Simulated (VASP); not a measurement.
# Al17As16 (a cell with a defect) in VASP: further runs, part 2 of 2

VASP 6.6.1.

### 3 Relaxation of the atoms, PBE (with an interstitial atom)

INCAR reads:

```
ALGO = Normal ; EDIFF = 1E-7
EDIFFG = -0.025 ; ENCUT = 450
GGA = PE ; GGA_COMPAT = F
IBRION = 2 ; ISIF = 2
ISMEAR = 0 ; KPAR = 2
LASPH = T ; LCHARG = F
LREAL = Auto ; LWAVE = F
NCORE = 2 ; NELECT = 130.0
NELM = 120 ; NELMIN = 4
NSW = 65 ; PREC = Accurate
SIGMA = 0.01
```

KPOINTS reads:

```
Automatic mesh
0
Gamma
  2 2 2
  0.5 0.5 0.5
```

POSCAR reads:

```
Al17As16
1.0
   -5.7279123196      5.7279123196     -5.7279123196
   -5.7279123196     -5.7279123196      5.7279123196
    5.7279123196      5.7279123196      5.7279123196
Al As
17 16
Direct
    0.7460229885      0.7460229885      0.4972952447
    0.5012722562      0.0000000000      0.5039770115
    0.4987277438      0.7527047553      0.7487277438
    0.2664452836      0.2664452836      0.5164452836
    0.2539770115      0.0000000000      0.7512722562
    0.2472952447      0.7460229885     -0.0039770115
    0.0000000000      0.5012722562      0.5039770115
    0.0000000000      0.2539770115      0.7512722562
    0.0000000000      0.0000000000     -0.0164452836
    0.0000000000      0.7335547164      0.2500000000
    0.7527047553      0.4987277438      0.7487277438
    0.7460229885      0.2472952447     -0.0039770115
    0.7335547164      0.0000000000      0.2500000000
    0.4987277438      0.4987277438      0.0027047553
    0.5012722562      0.2539770115      0.2500000000
    0.2539770115      0.5012722562      0.2500000000
    0.0000000000      0.0000000000      0.2500000000
    0.0000000000      0.0000000000      0.7382019440
    0.7500000000      0.2500000000      0.7500000000
    0.7479689341      0.0000000000     -0.0020310659
    0.5117980560      0.5117980560      0.7617980560
    0.5000000000      0.2500000000      0.0000000000
    0.4882019440      0.0000000000      0.2500000000
    0.2500000000      0.7500000000      0.7500000000
    0.2500000000      0.5000000000      0.0000000000
    0.2520310659      0.2520310659      0.2500000000
    0.2520310659      0.0000000000      0.5020310659
    0.0000000000      0.7479689341     -0.0020310659
    0.0000000000      0.4882019440      0.2500000000
    0.0000000000      0.2520310659      0.5020310659
    0.7479689341      0.7479689341      0.2500000000
    0.7500000000      0.5000000000      0.5000000000
    0.5000000000      0.7500000000      0.5000000000
```

Potentials or basis: VASP PAW PBE potentials, release 64 (Al, As).

On the command line:

```bash
$ cat potpaw_PBE.64/Al/POTCAR potpaw_PBE.64/As/POTCAR > POTCAR
$ mpirun -np 4 vasp_std > vasp.out
```

OUTCAR:

```text
EDIFF = 1E-7
   EDIFFG = -0.025
   ENCUT = 450
   GGA = PE
   IBRION = 2
   ISIF = 2
   ISMEAR = 0
   LASPH = T
   LREAL = Auto
   NELECT = 130.0
   NELM = 120
   NELMIN = 4
   NSW = 65
   PREC = Accurate

 ion  position               nearest neighbor table
   1  0.746  0.746  0.497-  32 2.46  33 2.46  31 2.47  18 2.48
   2  0.501  0.000  0.504-  19 2.46  33 2.46  27 2.47  23 2.48
   3  0.499  0.753  0.749-  33 2.46  24 2.46  20 2.47  21 2.48
   4  0.266  0.266  0.516-  21 2.43  27 2.55  30 2.55  26 2.55  17 2.64
   5  0.254  0.000  0.751-  22 2.46  24 2.46  27 2.47  18 2.48
   6  0.247  0.746  0.996-  24 2.46  25 2.46  28 2.47  23 2.48
   7  0.000  0.501  0.504-  24 2.46  32 2.46  30 2.47  29 2.48
   8  0.000  0.254  0.751-  19 2.46  25 2.46  30 2.47  18 2.48
   9  0.000  0.000  0.984-  18 2.43  20 2.55  26 2.55  28 2.55  17 2.64
  10  0.000  0.734  0.250-  29 2.43  28 2.55  27 2.55  31 2.55  17 2.64
  11  0.753  0.499  0.749-  19 2.46  32 2.46  28 2.47  21 2.48
  12  0.746  0.247  0.996-  19 2.46  22 2.46  20 2.47  29 2.48
  13  0.734  0.000  0.250-  23 2.43  20 2.55  30 2.55  31 2.55  17 2.64
  14  0.499  0.499  0.003-  22 2.46  25 2.46  31 2.47  21 2.48
  15  0.501  0.254  0.250-  22 2.46  32 2.46  26 2.47  23 2.48
  16  0.254  0.501  0.250-  25 2.46  33 2.46  26 2.47  29 2.48
  17  0.000  0.000  0.250-   4 2.64   9 2.64  10 2.64  13 2.64  20 2.89  26 2.89  27 2.89  28 2.89
                            30 2.89  31 2.89
  18  0.000  0.000  0.738-   9 2.43   5 2.48   8 2.48   1 2.48
  19  0.750  0.250  0.750-   2 2.46   8 2.46  11 2.46  12 2.46
  20  0.748  0.000  0.998-   3 2.47  12 2.47   9 2.55  13 2.55  17 2.89
  21  0.512  0.512  0.762-   4 2.43   3 2.48  11 2.48  14 2.48
  22  0.500  0.250  0.000-   5 2.46  12 2.46  15 2.46  14 2.46
  23  0.488  0.000  0.250-  13 2.43   6 2.48   2 2.48  15 2.48
  24  0.250  0.750  0.750-   5 2.46   6 2.46   7 2.46   3 2.46
  25  0.250  0.500  0.000-   6 2.46   8 2.46  16 2.46  14 2.46
  26  0.252  0.252  0.250-  15 2.47  16 2.47   9 2.55   4 2.55  17 2.89
  27  0.252  0.000  0.502-   2 2.47   5 2.47   4 2.55  10 2.55  17 2.89
  28  0.000  0.748  0.998-   6 2.47  11 2.47  10 2.55   9 2.55  17 2.89
  29  0.000  0.488  0.250-  10 2.43   7 2.48  12 2.48  16 2.48
  30  0.000  0.252  0.502-   7 2.47   8 2.47   4 2.55  13 2.55  17 2.89
  31  0.748  0.748  0.250-   1 2.47  14 2.47  13 2.55  10 2.55  17 2.89
  32  0.750  0.500  0.500-   1 2.46   7 2.46  11 2.46  15 2.46
  33  0.500  0.750  0.500-   1 2.46   2 2.46   3 2.46  16 2.46

[... 220 lines left out ...]
 Free energy of the ion-electron system (eV)
  ---------------------------------------------------
  ext. energy  EPLUGINS =         0.00000000
  ---------------------------------------------------
  free energy    TOTEN  =      -156.21804781 eV

  energy without entropy =     -156.21804781  energy(sigma->0) =     -156.21804781

------------------------ aborting loop because EDIFF is reached ----------------------------------------

  FORCE on cell =-STRESS in cart. coord.  units (eV):
  Direction    XX          YY          ZZ          XY          YZ          ZX
  --------------------------------------------------------------------------------------
  -------------------------------------------------------------------------------------
  Total       -1.6347367     -1.6347367     -1.6347367      0.0000000      0.0000000      0.0000000
  in kB       -3.4842500     -3.4842500     -3.4842500      0.0000000      0.0000000      0.0000000
  external PRESSURE =      -3.4842500 kB  Pullay stress =       0.0000000 kB
[... 188 lines left out ...]
--------------------------------------- Ionic step        4  -------------------------------------------

 number of electron     129.9999985 magnetization

 Free energy of the ion-electron system (eV)
  ---------------------------------------------------
  ext. energy  EPLUGINS =         0.00000000
  ---------------------------------------------------
  free energy    TOTEN  =      -156.23834972 eV

  energy without entropy =     -156.23834972  energy(sigma->0) =     -156.23834972

 E-fermi :   4.6095     XC(G=0):  -9.0009

 val. band max:        4.5411768568   @ k =  -0.2500   0.2500   0.2500
 cond. band min:       5.7731763457   @ k =  -0.2500   0.2500   0.2500
 fundamental gap:      1.2319994889
 Fermi energy:         4.6095180981

 k-point     1 :       0.2500    0.2500    0.2500
  band No.  band energies     occupation
      1      -7.5660      2.00000
      2      -7.3358      2.00000
      3      -7.3358      2.00000
      4      -7.3358      2.00000
      5      -6.4195      2.00000
      6      -6.4039      2.00000
[... 69 lines left out ...]
     76       6.3224      0.00000
     77       6.3224      0.00000

 k-point     2 :      -0.2500    0.2500    0.2500
  band No.  band energies     occupation
      1      -7.7774      2.00000
      2      -7.1607      2.00000
      3      -7.0240      2.00000
      4      -7.0240      2.00000
      5      -6.9721      2.00000
      6      -6.6284      2.00000
[... 69 lines left out ...]
     76       6.9479      0.00000
     77       7.0920      0.00000
 [bands above 77 left out]

------------------------ aborting loop because EDIFF is reached ----------------------------------------

  FORCE on cell =-STRESS in cart. coord.  units (eV):
  Direction    XX          YY          ZZ          XY          YZ          ZX
  --------------------------------------------------------------------------------------
  -------------------------------------------------------------------------------------
  Total       -1.7681177     -1.7681177     -1.7681177      0.0000000      0.0000000      0.0000000
  in kB       -3.7685362     -3.7685362     -3.7685362      0.0000000      0.0000000      0.0000000
  external PRESSURE =      -3.7685362 kB  Pullay stress =       0.0000000 kB
[... 48 lines left out ...]
  FREE ENERGIE OF THE ION-ELECTRON SYSTEM (eV)
  ---------------------------------------------------
  free  energy   TOTEN  =      -156.2383497156 eV

  energy  without entropy=     -156.2383497156  energy(sigma->0) =     -156.23834972

 reached required accuracy - stopping structural energy minimisation
```

CONTCAR:

```text
Al17As16
   1.00000000000000
    -5.7279123195999997    5.7279123195999997   -5.7279123195999997
    -5.7279123195999997   -5.7279123195999997    5.7279123195999997
     5.7279123195999997    5.7279123195999997    5.7279123195999997
  Al              As
    17    16
Direct
     0.7471536458627711    0.7471536458627711    0.4984474531800805
     0.5012938073173093    0.0000000000000000    0.5028463541372289
     0.4987061926826907    0.7515525468199196    0.7487061926826907
     0.2676983212185158    0.2676983212185158    0.5176983212185159
     0.2528463541372288    0.0000000000000000    0.7512938073173093
     0.2484474531800805    0.7471536458627711    0.9971536458627711
[... 25 lines left out ...]
     0.7500000000000000    0.5000000000000000    0.5000000000000000
     0.5000000000000000    0.7500000000000000    0.5000000000000000

  0.00000000E+00  0.00000000E+00  0.00000000E+00
  0.00000000E+00  0.00000000E+00  0.00000000E+00
  0.00000000E+00  0.00000000E+00  0.00000000E+00
  0.00000000E+00  0.00000000E+00  0.00000000E+00
  0.00000000E+00  0.00000000E+00  0.00000000E+00
  0.00000000E+00  0.00000000E+00  0.00000000E+00
[... 25 lines left out ...]
  0.00000000E+00  0.00000000E+00  0.00000000E+00
  0.00000000E+00  0.00000000E+00  0.00000000E+00
```

It took 2.8 min on 4 MPI ranks of Intel Xeon Platinum 8259CL at 2.50GHz (Skylake/Cascade Lake), shared host; peak memory 0.47 GiB.

What came out:

```yaml
Free_energy: -156.2383 eV
Energy_gained_by_relaxing: 0.6 meV/atom
Ionic_steps: 4
Largest_force_after_relaxing: 0.024 eV/Å
```

Forces on the atoms (eV/Å):
```
Al  -0.013 -0.014 -0.014
Al   0.014 -0.013  0.014
Al  -0.014  0.013  0.014
Al  -0.002  0.002  0.002
Al  -0.014 -0.013 -0.014
Al   0.014 -0.014  0.013
Al   0.014  0.014 -0.013
Al  -0.014 -0.014 -0.013
Al  -0.002 -0.002 -0.002
Al   0.002  0.002 -0.002
Al  -0.014  0.014  0.013
Al   0.014  0.013 -0.014
Al   0.002 -0.002  0.002
Al  -0.013  0.014  0.014
Al   0.013 -0.014  0.014
Al   0.013  0.014 -0.014
Al   0.000  0.000  0.000
As  -0.005 -0.005 -0.005
As   0.000  0.000  0.000
As   0.000  0.023  0.000
As  -0.005  0.005  0.005
As   0.000  0.000  0.000
As   0.005 -0.005  0.005
As   0.000  0.000  0.000
As   0.000  0.000  0.000
As   0.023  0.000  0.000
As   0.000 -0.023  0.000
As   0.000  0.000  0.023
As   0.005  0.005 -0.005
As   0.000  0.000 -0.023
As  -0.023  0.000  0.000
As   0.000  0.000  0.000
As   0.000  0.000  0.000
```

The path:
| step | energy change (eV) | largest force (eV/Å) | pressure (GPa) |
| --- | --- | --- | --- |
| 1 | 0.0000 | 0.1852 | -0.35 |
| 2 | -0.0172 | 0.0688 | -0.37 |
| 3 | -0.0193 | 0.0343 | -0.37 |
| 4 | -0.0203 | 0.0235 | -0.38 |

Final structure:
```
Al As
1.0
    -5.72791    5.72791   -5.72791
    -5.72791   -5.72791    5.72791
     5.72791    5.72791    5.72791
Al As
17 16
Direct
  0.74715 0.74715 0.49845
  0.50129 0.00000 0.50285
  0.49871 0.75155 0.74871
  0.26770 0.26770 0.51770
  0.25285 0.00000 0.75129
  0.24845 0.74715 0.99715
  0.00000 0.50129 0.50285
  0.00000 0.25285 0.75129
  0.00000 0.00000 0.98230
  0.00000 0.73230 0.25000
  0.75155 0.49871 0.74871
  0.74715 0.24845 0.99715
  0.73230 0.00000 0.25000
  0.49871 0.49871 0.00155
  0.50129 0.25285 0.25000
  0.25285 0.50129 0.25000
  0.00000 0.00000 0.25000
  0.00000 0.00000 0.73813
  0.75000 0.25000 0.75000
  0.74905 0.00000 0.99905
  0.51187 0.51187 0.76187
  0.50000 0.25000 0.00000
  0.48813 0.00000 0.25000
  0.25000 0.75000 0.75000
  0.25000 0.50000 0.00000
  0.25095 0.25095 0.25000
  0.25095 0.00000 0.50095
  0.00000 0.74905 0.99905
  0.00000 0.48813 0.25000
  0.00000 0.25095 0.50095
  0.74905 0.74905 0.25000
  0.75000 0.50000 0.50000
  0.50000 0.75000 0.50000
```

Caveat: the cell carries a net charge on a neutralising background, which shifts energy and pressure; the cell differs from its parent crystal (with an interstitial atom); the cell is charged against a uniform background, so pressure and absolute levels hang on convention.
